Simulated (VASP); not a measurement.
# Pd (Im-3m) in VASP: further runs, part 2 of 2

VASP 6.6.1.

## 5. Single point, PBEsol, collinear spin, antiferromagnetic start (volume scaled by 0.96)

INCAR

```
SYSTEM = Pd
PREC     = Accurate       ! precision mode
ENCUT    = 520            ! plane-wave cutoff, eV
EDIFF    = 1E-6           ! SCF threshold, eV
ISMEAR   = -1             ! smearing method
SIGMA    = 0.05           ! smearing width, eV
LREAL    = .False.        ! projectors in reciprocal space
LASPH    = .True.         ! aspherical terms in the spheres
NELM     = 150            ! most SCF steps
ALGO     = Normal         ! electronic algorithm
ISIF     = 2              ! what is computed and relaxed
LWAVE    = .False.        ! write WAVECAR
LCHARG   = .False.        ! write CHGCAR
ISPIN    = 2              ! spin polarisation
MAGMOM   = 0.5 -0.5       ! initial moments
LORBIT   = 11             ! projections on sites
LMAXMIX  = 4              ! l up to which the mixer works
GGA      = PS             ! functional
NBANDS   = 21             ! bands
```

KPOINTS

```
Automatic mesh
0
Gamma
  12 12 12
  0 0 0
```

POSCAR

```
Pd
1.0
    3.0412495522      0.0000000000      0.0000000000
    0.0000000000      3.0412495522      0.0000000000
    0.0000000000      0.0000000000      3.0412495522
Pd
2
Direct
    0.0000000000      0.0000000000      0.0000000000
    0.5000000000      0.5000000000      0.5000000000
```

Potentials or basis: VASP PAW PBE potentials, release 64 (Pd).

On the command line:

```
> cat potpaw_PBE.64/Pd/POTCAR > POTCAR
> mpirun -np 1 vasp_std > vasp.out
```

OUTCAR:

```text
SYSTEM = Pd
   PREC = Accurate
   ENCUT = 520
   EDIFF = 1E-6
   ISMEAR = -1
   LREAL = .False.
   LASPH = .True.
   NELM = 150
   ISIF = 2
   ISPIN = 2
   LORBIT = 11
   GGA = PS

 ion  position               nearest neighbor table
   1  0.000  0.000  0.000-   2 2.63   2 2.63   2 2.63   2 2.63   2 2.63   2 2.63   2 2.63   2 2.63

   2  0.500  0.500  0.500-   1 2.63   1 2.63   1 2.63   1 2.63   1 2.63   1 2.63   1 2.63   1 2.63

  LATTYP: Found a simple cubic cell.
 ALAT       =     3.0412495522

  Lattice vectors:

 A1 = (   3.0412495522,   0.0000000000,   0.0000000000)
 A2 = (   0.0000000000,   3.0412495522,   0.0000000000)
 A3 = (   0.0000000000,   0.0000000000,   3.0412495522)

Analysis of symmetry for initial positions (statically):
=====================================================================
 Subroutine PRICEL returns following result:

  LATTYP: Found a body centered cubic cell.
 ALAT       =     3.0412495522
[... 12 lines left out ...]
 Subroutine GETGRP returns: Found 48 space group operations
 (whereof 48 operations were pure point group operations)
 out of a pool of 48 trial point group operations.

The static configuration has the point symmetry O_h .

Analysis of symmetry for dynamics (positions and initial velocities):
=====================================================================
 Subroutine PRICEL returns following result:

  LATTYP: Found a body centered cubic cell.
 ALAT       =     3.0412495522
[... 12 lines left out ...]
 Subroutine GETGRP returns: Found 48 space group operations
 (whereof 48 operations were pure point group operations)
 out of a pool of 48 trial point group operations.

The dynamic configuration has the point symmetry O_h .

Analysis of structural, dynamic, and magnetic symmetry:
=====================================================================
 Subroutine PRICEL returns following result:

  LATTYP: Found a body centered cubic cell.
 ALAT       =     3.0412495522
[... 12 lines left out ...]
 Subroutine GETGRP returns: Found 48 space group operations
 (whereof 48 operations were pure point group operations)
 out of a pool of 48 trial point group operations.

[... 139 lines left out ...]

 Free energy of the ion-electron system (eV)
  ---------------------------------------------------
  ext. energy  EPLUGINS =         0.00000000
  ---------------------------------------------------
  free energy    TOTEN  =       -11.78757680 eV

  energy without entropy =      -11.76668703  energy(sigma->0) =      -11.77713191

 E-fermi :  10.4201     XC(G=0): -13.6732

 val. band max:       10.4190106637   @ k =   0.1667   0.0000   0.0000
 cond. band min:      10.4307485610   @ k =   0.2500   0.0833   0.0833
 fundamental gap:      0.0117378973
 Fermi energy:        10.4201192920

 spin component 1

 k-point     1 :       0.0000    0.0000    0.0000
  band No.  band energies     occupation
      1       2.8367      1.00000
      2       4.7434      1.00000
      3       4.7434      1.00000
      4       7.2339      1.00000
      5       7.2339      1.00000
      6       7.2339      1.00000
[... 565 lines left out ...]
     20      34.9825      0.00000
     21      36.0277      0.00000

 [... further k-points ...]

 spin component 2

 k-point     1 :       0.0000    0.0000    0.0000
  band No.  band energies     occupation
      1       2.8367      1.00000
      2       4.7434      1.00000
      3       4.7434      1.00000
      4       7.2339      1.00000
      5       7.2339      1.00000
      6       7.2339      1.00000
[... 565 lines left out ...]
     20      34.9825      0.00000
     21      36.0280      0.00000

 [... further k-points ...]
[... 5 lines left out ...]
  --------------------------------------------------------------------------------------
  -------------------------------------------------------------------------------------
  Total        1.5633656      1.5633656      1.5633656     -0.0000000     -0.0000000      0.0000000
  in kB       89.0461128     89.0461128     89.0461128     -0.0000000     -0.0000000      0.0000000
  external PRESSURE =      89.0461128 kB  Pullay stress =       0.0000000 kB

 VOLUME and BASIS-vectors are now :
 -----------------------------------------------------------------------------
  energy-cutoff  :      520.00
  volume of cell :       28.13
      direct lattice vectors                 reciprocal lattice vectors
     3.041249552  0.000000000  0.000000000     0.328812214  0.000000000  0.000000000
     0.000000000  3.041249552  0.000000000     0.000000000  0.328812214  0.000000000
     0.000000000  0.000000000  3.041249552     0.000000000  0.000000000  0.328812214

 POSITION                                       TOTAL-FORCE (eV/Angst)
 -----------------------------------------------------------------------------------
      0.00000      0.00000      0.00000         0.000000      0.000000      0.000000
      1.52062      1.52062      1.52062        -0.000000     -0.000000     -0.000000
 -----------------------------------------------------------------------------------
    total drift:                                0.000000      0.000000     -0.000000

  FREE ENERGIE OF THE ION-ELECTRON SYSTEM (eV)
  ---------------------------------------------------
  free  energy   TOTEN  =       -11.7875767977 eV

  energy  without entropy=      -11.7666870297  energy(sigma->0) =      -11.77713191

 total charge

# of ion       s       p       d       tot
------------------------------------------
    1        0.506   0.525   8.512   9.542
    2        0.506   0.525   8.512   9.542
--------------------------------------------------
tot          1.012   1.049  17.023  19.085

 magnetization (x)

# of ion       s       p       d       tot
------------------------------------------
    1        0.000  -0.000   0.000   0.000
    2       -0.000   0.000  -0.000  -0.000
--------------------------------------------------
tot          0.000   0.000   0.000   0.000
```

stdout:

```text
POSCAR found type information on POSCAR Pd
 POSCAR found :  1 types and       2 ions
 scaLAPACK will be used
 -----------------------------------------------------------------------------
|                                                                             |
|                                                                             |
|     You enforced a specific xc type in the INCAR file but a different       |
|     I HOPE YOU KNOW WHAT YOU ARE DOING!                                     |
|                                                                             |
 -----------------------------------------------------------------------------

 LDA part: xc-table for (Slater+PW92), standard interpolation
 POSCAR, INCAR and KPOINTS ok, starting setup
 FFT: planning ... GRIDC
 FFT: planning ... GRID_SOFT
 FFT: planning ... GRID
 WAVECAR not read
 entering main loop
```

Run time: 42 s. Hardware: 1 thread of Intel Xeon Platinum 8259CL at 2.50GHz (Skylake/Cascade Lake), shared host; peak memory 0.2 GiB.

Results:

```yaml
Free_energy: -11.7876 eV
Pressure: 8.9 GPa
Band_gap_on_the_k_mesh: zero (filled and empty bands overlap)
Net_moment: 0.00 μB per cell
Valence_electrons_inside_the_program's_atomic_spheres: Pd 9.54
```

Levels at points of the mesh, in eV from the Fermi level:
Spin up:
```
           k point  band 6  band 7  band 8  band 9  band 10  band 11  band 12  band 13  band 14  band 15
(0.00, 0.00, 0.00)   -3.19   -1.01   -1.01    0.27     0.27     0.27     9.36     9.36     9.36    18.31
(0.50, 0.00, 0.00)   -2.50   -2.50   -2.50   -1.60    -1.60     0.74     0.74    17.34    17.34    17.53
(0.50, 0.50, 0.00)   -1.09   -0.74   -0.74    0.70     0.70     1.25     1.25     8.36     8.36    15.21
(0.50, 0.50, 0.50)   -3.87   -0.69   -0.69   -0.69    -0.69     9.17     9.17     9.81     9.81     9.81
```
Spin down:
```csv
k point,band 7,band 8,band 9,band 10,band 11,band 12,band 13,band 14
"(0.00, 0.00, 0.00)",-1.01,-1.01,0.27,0.27,0.27,9.36,9.36,9.36
"(0.50, 0.00, 0.00)",-2.50,-2.50,-1.60,-1.60,0.74,0.74,17.34,17.34
"(0.50, 0.50, 0.00)",-0.74,-0.74,0.70,0.70,1.25,1.25,8.36,8.36
"(0.50, 0.50, 0.50)",-0.69,-0.69,-0.69,-0.69,9.17,9.17,9.81,9.81
```

Caveat: the PAW data sets were made with another functional, which shifts forces and pressure a little.

## 6. Overview

```csv
spin,cell,k mesh,gap on the mesh (eV),pressure (GPa),moment (μB)
"collinear, ferromagnetic start","a = 2.774 Å, angles 109.5°, 1 atom",16 × 16 × 16,none,-16.7,0.00
"collinear, ferromagnetic start","a = 2.672 Å, angles 109.5°, 1 atom",23 × 23 × 23,none,-0.6,0.00
"collinear, antiferromagnetic start","a = 2.954 Å, 2 atoms",12 × 12 × 12,none,35.7,0.00
"collinear, antiferromagnetic start","a = 3.041 Å, 2 atoms",12 × 12 × 12,none,8.9,0.00
```

Alike in all rows: task single point; level PBEsol; potentials or basis VASP PAW PBE potentials, release 64 (Pd); cutoff (eV) 520; smearing fermi-dirac 0.05 eV.

Caveats: the PAW data sets were made with another functional, which shifts forces and pressure a little.

Total energies depend on the potentials used, so only differences within one code and one set of settings carry meaning.
